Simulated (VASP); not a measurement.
# KF (Carobbiite) (Fm-3m) in VASP: notebook, part 3 of 3

VASP 6.6.1.

## (5) Vibrations by perturbation theory, PBEsol (volume scaled by 0.980)

INCAR reads:

```
PREC = Accurate
ENCUT = 520
EDIFF = 1E-8
ISMEAR = 0
SIGMA = 0.01
LREAL = False
LASPH = True
NELM = 80
ALGO = Normal
ISIF = 2
LWAVE = False
LCHARG = True
GGA = PS
NBANDS = 15
IBRION = 8
NSW = 1
```

KPOINTS reads:

```
Automatic mesh
0
Gamma
  6 6 6
```

POSCAR reads:

```
KF
1.0
    0.0000000000      2.6363723666      2.6363723666
    2.6363723666      0.0000000000      2.6363723666
    2.6363723666      2.6363723666      0.0000000000
K F
1 1
Direct
    0.0000000000      0.0000000000      0.0000000000
    0.5000000000      0.5000000000      0.5000000000
```

Potentials or basis: VASP PAW PBE potentials, release 64 (K_sv, F).

The run is started by

```console
$ cat potpaw_PBE.64/K_sv/POTCAR potpaw_PBE.64/F/POTCAR > POTCAR
$ mpirun -np 1 vasp_std > vasp.out
```

OUTCAR:

```text
PREC = Accurate
   ENCUT = 520
   EDIFF = 1E-8
   ISMEAR = 0
   LREAL = False
   LASPH = True
   NELM = 80
   ISIF = 2
   GGA = PS
   IBRION = 8
   NSW = 1

 ion  position               nearest neighbor table
   1  0.000  0.000  0.000-   2 2.64   2 2.64   2 2.64   2 2.64   2 2.64   2 2.64
   2  0.500  0.500  0.500-   1 2.64   1 2.64   1 2.64   1 2.64   1 2.64   1 2.64

  LATTYP: Found a face centered cubic cell.
 ALAT       =     5.2727447332

  Lattice vectors:

 A1 = (   0.0000000000,   2.6363723666,   2.6363723666)
 A2 = (   2.6363723666,   0.0000000000,   2.6363723666)
 A3 = (   2.6363723666,   2.6363723666,   0.0000000000)

Analysis of symmetry for initial positions (statically):
=====================================================================
 Subroutine PRICEL returns:
 Original cell was already a primitive cell.

 Routine SETGRP: Setting up the symmetry group for a
 face centered cubic supercell.

 Subroutine GETGRP returns: Found 48 space group operations
 (whereof 48 operations were pure point group operations)
 out of a pool of 48 trial point group operations.

The static configuration has the point symmetry O_h .

Analysis of symmetry for dynamics (positions and initial velocities):
=====================================================================
 Subroutine PRICEL returns:
 Original cell was already a primitive cell.

 Routine SETGRP: Setting up the symmetry group for a
 face centered cubic supercell.

 Subroutine GETGRP returns: Found 48 space group operations
 (whereof 48 operations were pure point group operations)
 out of a pool of 48 trial point group operations.

[... 460 lines left out ...]
    total drift:                                0.000000      0.000000      0.000000

  FREE ENERGIE OF THE ION-ELECTRON SYSTEM (eV)
  ---------------------------------------------------
  free  energy   TOTEN  =        -8.5173395361 eV

  energy  without entropy=       -8.5173395361  energy(sigma->0) =       -8.51733954

[... ionic steps 2 to 3 ...]

--------------------------------------- Ionic step        4  -------------------------------------------

------------------------ aborting loop because EDIFF is reached ----------------------------------------

[... ionic steps 5 to 6 ...]

--------------------------------------- Ionic step        7  -------------------------------------------

 Free energy of the ion-electron system (eV)
  ---------------------------------------------------
  ---------------------------------------------------
  free energy    TOTEN  =        -0.53220228 eV

  energy without entropy =       -0.53220228

------------------------ aborting loop because EDIFF is reached ----------------------------------------

 INTERNAL STRAIN TENSOR  FOR ION    2  DIRECTION 1   (eV/Angst):
 -----------------------------------------------------------------------------
    -0.01611  0.00000  0.00000
     0.00000  0.00433 -0.00000
     0.00000 -0.00000  0.00433

 INTERNAL STRAIN TENSOR FOR ION    2 for displacements in x,y,z  (eV/Angst):
          X           Y           Z          XY          YZ          ZX
  --------------------------------------------------------------------------------
  x     0.00000     0.00000     0.00000     0.00000     0.00000     0.00000
  y     0.00000     0.00000     0.00000     0.00000     0.00000     0.00000
  z     0.00000     0.00000     0.00000     0.00000     0.00000     0.00000

 SECOND DERIVATIVES (NOT SYMMETRIZED)
 ------------------------------------
               1X          1Y          1Z          2X          2Y          2Z
  1X    -1.754182    0.000000    0.000000    1.754182    0.000000    0.000000
  1Y     0.000000   -1.754182    0.000000    0.000000    1.754182    0.000000
  1Z     0.000000    0.000000   -1.754182    0.000000    0.000000    1.754182
  2X     1.800394    0.000000    0.000000   -1.800394    0.000000    0.000000
  2Y     0.000000    1.800394    0.000000    0.000000   -1.800394    0.000000
  2Z     0.000000    0.000000    1.800394    0.000000    0.000000   -1.800394

 Eigenvectors and eigenvalues of the dynamical matrix
 ----------------------------------------------------

   1 f  =    5.841900 THz    36.705737 2PiTHz  194.864793 cm-1    24.160144 meV
             X         Y         Z           dx          dy          dz
      0.000000  0.000000  0.000000     0.000000    0.566857    0.000000
      2.636372  2.636372  2.636372    -0.000000   -0.823816    0.000000
[... 21 lines left out ...]
   6 f/i=    0.035468 THz     0.222854 2PiTHz    1.183094 cm-1     0.146685 meV
             X         Y         Z           dx          dy          dz
      0.000000  0.000000  0.000000     0.821164    0.066045    0.000000
      2.636372  2.636372  2.636372     0.565033    0.045445    0.000000

--------------------------------------------------------------------------------------------------------

 ELASTIC MODULI CONTR FROM IONIC RELAXATION (kBar)
 Direction    XX          YY          ZZ          XY          YZ          ZX
 --------------------------------------------------------------------------------
 XX           0.0000      0.0000      0.0000      0.0000      0.0000      0.0000
 YY           0.0000      0.0000      0.0000      0.0000      0.0000      0.0000
 ZZ           0.0000      0.0000      0.0000      0.0000      0.0000      0.0000
 XY           0.0000      0.0000      0.0000      0.0000      0.0000      0.0000
 YZ           0.0000      0.0000      0.0000      0.0000      0.0000      0.0000
 ZX           0.0000      0.0000      0.0000      0.0000      0.0000      0.0000
 --------------------------------------------------------------------------------
```

OSZICAR:

```text
N       E                     dE             d eps       ncg     rms          rms(c)
DAV:   1     0.110689719999E+03    0.11069E+03   -0.82921E+03   480   0.104E+03
DAV:   2    -0.514101266789E+01   -0.11583E+03   -0.10548E+03   620   0.282E+02
DAV:   3    -0.951861239104E+01   -0.43776E+01   -0.43576E+01   634   0.495E+01
[... 43 lines left out ...]
RMM:   7    -0.532204133660E+00    0.88310E-05   -0.10621E-06  1761   0.371E-03    0.573E-04
RMM:   8    -0.532202456710E+00    0.16769E-05   -0.40810E-08  1826   0.132E-03    0.205E-04
RMM:   9    -0.532202727714E+00   -0.27100E-06    0.84530E-08  1868   0.520E-04    0.751E-05
RMM:  10    -0.532202417522E+00    0.31019E-06    0.11842E-07  1886   0.223E-04    0.106E-05
RMM:  11    -0.532202268443E+00    0.14908E-06    0.91833E-08  1902   0.101E-04    0.389E-06
RMM:  12    -0.532202277985E+00   -0.95425E-08    0.57665E-09  1891   0.448E-05    0.532E-06
 Linear response finished
```

stdout:

```text
POSCAR found type information on POSCAR K F
 POSCAR found :  2 types and       2 ions
 scaLAPACK will be used
 -----------------------------------------------------------------------------
|                                                                             |
|                                                                             |
|     You enforced a specific xc type in the INCAR file but a different       |
|     I HOPE YOU KNOW WHAT YOU ARE DOING!                                     |
|                                                                             |
 -----------------------------------------------------------------------------

 LDA part: xc-table for (Slater+PW92), standard interpolation
 POSCAR, INCAR and KPOINTS ok, starting setup
 FFT: planning ... GRIDC
 FFT: planning ... GRID_SOFT
 FFT: planning ... GRID
 WAVECAR not read
 entering main loop
 Linear response reoptimize wavefunctions to high precision
 Linear response DOF=           2
 Linear response progress:
 first order change of Fermi-energy   0.18507E-03
 force on displaced ion       1 direction 1 :  -1.754   0.000   0.000
 Linear response progress:
 first order change of Fermi-energy  -0.46489E-05
 force on displaced ion       2 direction 1 :  -1.800   0.000   0.000
 Linear response finished
```

Wall time 2.5 min (1 thread of AMD EPYC 7R13, shared host); peak memory 0.17 GiB.

Results:

```yaml
Highest_phonon_frequency_at_Γ_LO-TO_splitting_left_out: 195 cm⁻¹
```

Phonon frequencies in cm⁻¹ (negative: imaginary):
```csv
q point,frequencies
"(0.000, 0.000, 0.000)",-1 -1 -1 195 195 195
```

## (6) Vibrations by perturbation theory, PBEsol (volume scaled by 1.020)

INCAR reads:

```
SYSTEM = KF
PREC     = Accurate       ! precision mode
ENCUT    = 520            ! plane-wave cutoff, eV
EDIFF    = 1E-8           ! SCF threshold, eV
ISMEAR   = 0              ! smearing method
SIGMA    = 0.01           ! smearing width, eV
LREAL    = .False.        ! projectors in reciprocal space
LASPH    = .True.         ! aspherical terms in the spheres
NELM     = 100            ! most SCF steps
ALGO     = Normal         ! electronic algorithm
ISIF     = 2              ! what is computed and relaxed
LWAVE    = .False.        ! write WAVECAR
LCHARG   = .False.        ! write CHGCAR
GGA      = PS             ! functional
NBANDS   = 15             ! bands
IBRION   = 8              ! ionic algorithm
NSW      = 1              ! ionic steps
```

KPOINTS reads:

```
regular mesh
0
Gamma
  6 6 6
  0 0 0
```

POSCAR reads:

```
KF
1.0
    0.0000000000      2.6717641383      2.6717641383
    2.6717641383      0.0000000000      2.6717641383
    2.6717641383      2.6717641383      0.0000000000
K F
1 1
Direct
    0.0000000000      0.0000000000      0.0000000000
    0.5000000000      0.5000000000      0.5000000000
```

Potentials or basis: VASP PAW PBE potentials, release 64 (K_sv, F).

The run is started by

```console
$ cat potpaw_PBE.64/K_sv/POTCAR potpaw_PBE.64/F/POTCAR > POTCAR
$ mpirun -np 1 vasp_std > vasp.out
```

OUTCAR:

```text
SYSTEM = KF
   PREC = Accurate
   ENCUT = 520
   EDIFF = 1E-8
   ISMEAR = 0
   LREAL = .False.
   LASPH = .True.
   NELM = 100
   ISIF = 2
   GGA = PS
   IBRION = 8
   NSW = 1

 ion  position               nearest neighbor table
   1  0.000  0.000  0.000-   2 2.67   2 2.67   2 2.67   2 2.67   2 2.67   2 2.67
   2  0.500  0.500  0.500-   1 2.67   1 2.67   1 2.67   1 2.67   1 2.67   1 2.67

  LATTYP: Found a face centered cubic cell.
 ALAT       =     5.3435282766
[... 535 lines left out ...]
               1X          1Y          1Z          2X          2Y          2Z
  1X    -1.420297    0.000000    0.000000    1.420297    0.000000    0.000000
  1Y     0.000000   -1.420297    0.000000    0.000000    1.420297    0.000000
  1Z     0.000000    0.000000   -1.420297    0.000000    0.000000    1.420297
  2X     1.408968    0.000000    0.000000   -1.408968    0.000000    0.000000
  2Y     0.000000    1.408968    0.000000    0.000000   -1.408968    0.000000
  2Z     0.000000    0.000000    1.408968    0.000000    0.000000   -1.408968

 Eigenvectors and eigenvalues of the dynamical matrix
 ----------------------------------------------------

   1 f  =    5.196539 THz    32.650816 2PiTHz  173.337875 cm-1    21.491148 meV
             X         Y         Z           dx          dy          dz
      0.000000  0.000000  0.000000     0.000000    0.573390    0.000000
      2.671764  2.671764  2.671764     0.000000   -0.819282    0.000000
[... 21 lines left out ...]
   6 f/i=    0.009775 THz     0.061417 2PiTHz    0.326052 cm-1     0.040425 meV
             X         Y         Z           dx          dy          dz
      0.000000  0.000000  0.000000     0.126081   -0.649666   -0.482971
      2.671764  2.671764  2.671764     0.088240   -0.454681   -0.338017

--------------------------------------------------------------------------------------------------------

 ELASTIC MODULI CONTR FROM IONIC RELAXATION (kBar)
 Direction    XX          YY          ZZ          XY          YZ          ZX
 --------------------------------------------------------------------------------
 XX           0.0000      0.0000      0.0000      0.0000      0.0000      0.0000
 YY           0.0000      0.0000      0.0000      0.0000      0.0000      0.0000
 ZZ           0.0000      0.0000      0.0000      0.0000      0.0000      0.0000
 XY           0.0000      0.0000      0.0000      0.0000      0.0000      0.0000
 YZ           0.0000      0.0000      0.0000      0.0000      0.0000      0.0000
 ZX           0.0000      0.0000      0.0000      0.0000      0.0000      0.0000
 --------------------------------------------------------------------------------
```

OSZICAR:

```text
N       E                     dE             d eps       ncg     rms          rms(c)
DAV:   1     0.109669950355E+03    0.10967E+03   -0.82742E+03   480   0.103E+03
DAV:   2    -0.492929808564E+01   -0.11460E+03   -0.10543E+03   621   0.280E+02
DAV:   3    -0.953066838385E+01   -0.46014E+01   -0.45837E+01   635   0.498E+01
DAV:   4    -0.964367539644E+01   -0.11301E+00   -0.11300E+00   632   0.746E+00
[... 47 lines left out ...]
RMM:   9    -0.532532370040E+00   -0.43044E-06    0.24365E-07  1866   0.510E-04    0.633E-05
RMM:  10    -0.532532044726E+00    0.32531E-06    0.18616E-07  1864   0.217E-04    0.857E-06
RMM:  11    -0.532531899744E+00    0.14498E-06    0.35909E-08  1914   0.971E-05    0.436E-06
RMM:  12    -0.532531910788E+00   -0.11044E-07   -0.62679E-08  1892   0.424E-05    0.409E-06
RMM:  13    -0.532531912183E+00   -0.13944E-08   -0.30112E-11  1805   0.208E-05    0.711E-06
 Linear response finished
```

Wall time 2.8 min (1 thread of AMD EPYC 7R13, shared host); peak memory 0.17 GiB.

Results:

| Item | Value |
| --- | --- |
| Highest phonon frequency at Γ, LO-TO splitting left out | 173 cm⁻¹ |

Phonon frequencies in cm⁻¹ (negative: imaginary):
```
              q point        frequencies
(0.000, 0.000, 0.000)  0 0 0 173 173 173
```
